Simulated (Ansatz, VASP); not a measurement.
## ZrPb2O3: VASP beside Ansatz

```xyz
6
Lattice="3.9385 0.0000 0.0000 0.0000 3.9385 0.0000 0.0000 0.0000 8.6324" Properties=species:S:1:pos:R:3 pbc="T T T"
Zr    1.9692    1.9692    4.3162
Pb    0.0000    0.0000    0.0000
Pb    0.0000    0.0000    4.3162
O     0.0000    0.0000    6.5449
O     0.0000    0.0000    2.0875
O     1.9692    1.9692    0.0000
```

Alike in both runs: functional PBE; k mesh 10 × 10 × 6; occupations gaussian, width 0.1 eV; no spin polarisation.

Ansatz relaxed the structure, and its values are those at the end. VASP's run is a single point on that final structure, the one shown.

|  | VASP | Ansatz |
| --- | --- | --- |
| version | VASP 6.6.1 | Ansatz 0.2.0 |
| potentials or method | VASP PAW PBE potentials, release 64 (Zr_sv, Pb_d, O), cutoff 520 eV | scalar-relativistic, plane waves, PAW |
| valence electrons in the cell | 58 | 58 |

Ansatz gave:

| Quantity | Value |
| --- | --- |
| gap on the k mesh at the Fermi level (eV) | none |
| pressure (GPa) | 0.0 |
| rms of the force components (eV/Å) | 0.001 |

Question: Estimate VASP's values.

Answer: gap on the k mesh at the Fermi level (eV): none; pressure (GPa): 0.0; rms of the force components (eV/Å): 0.008.

A gap of «none» marks a metal or a gap that the smearing closes.

Spin-orbit coupling is off throughout.
